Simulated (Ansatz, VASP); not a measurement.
## One calculation of AlFe, two programs

File INCAR:

```
PREC = Accurate ; ENCUT = 520
EDIFF = 1E-6 ; ISMEAR = -1
SIGMA = 0.1 ; LREAL = F
LASPH = T ; NELM = 150
ALGO = Normal ; ISIF = 2
LWAVE = F ; LCHARG = T
ISPIN = 2 ; MAGMOM = 0 3
LORBIT = 11 ; LMAXMIX = 4
GGA = PE ; LELF = T
LVHAR = T ; NBANDS = 16
```

File KPOINTS:

```
regular mesh
0
Gamma
  11 11 11
```

The input POSCAR:

```
AlFe
1.0
    3.0750604533      0.0000000000      0.0000000000
    0.0000000000      3.0750604533      0.0000000000
    0.0000000000      0.0000000000      3.0750604533
Al Fe
1 1
Direct
    0.0000000000      0.0000000000      0.0000000000
    0.5000000000      0.5000000000      0.5000000000
```

Input for Ansatz:

```yaml
crystal:
  lattice:
    - [3.0750604533, 0.0, 0.0]
    - [0.0, 3.0750604533, 0.0]
    - [0.0, 0.0, 3.0750604533]
  atoms:
    - { symbol: Al, position: [0.0, 0.0, 0.0] }
    - { symbol: Fe, position: [0.5, 0.5, 0.5], spin: 3.0 }
magnetization:
  spin_polarized: true
kpoints:
  mp_grid: { grid: [11, 11, 11] }
scf:
  occupations: { method: fermi_dirac, width: 0.1 }
  lower_state_search: "off"
hamiltonian:
  xc: pbe
  pseudopotentials: { kind: all_electron, lapw: { basis_error: 0.001 } }
output:
  forces: true
  stress: true
  eigenvalues: false
  populations: true
```

Change from the starting cell: volume scaled by 1.18, LAPW.

Alike in both runs: task single point; functional PBE; k mesh 11 × 11 × 11; occupations fermi-dirac, width 0.1 eV; collinear spin.

|  | VASP | Ansatz |
| --- | --- | --- |
| version | VASP 6.6.1 | Ansatz 0.2.0 |
| potentials or method | VASP PAW PBE potentials, release 64 (Al, Fe), cutoff 520 eV | all-electron LAPW, scalar-relativistic |

|  | VASP | Ansatz | Ansatz less VASP |
| --- | --- | --- | --- |
| pressure (GPa) | -16.5 | -16.4 | +0.11 |
| net moment per atom (μB) | 0.92 | 0.93 | +0.008 |
| size of the moment on the site where the two differ most (μB) | 1.98 | 2.02 | +0.043 |

Site moments also hang on the region over which each program counts them. Ansatz ran all-electron here, and VASP with PAW potentials.
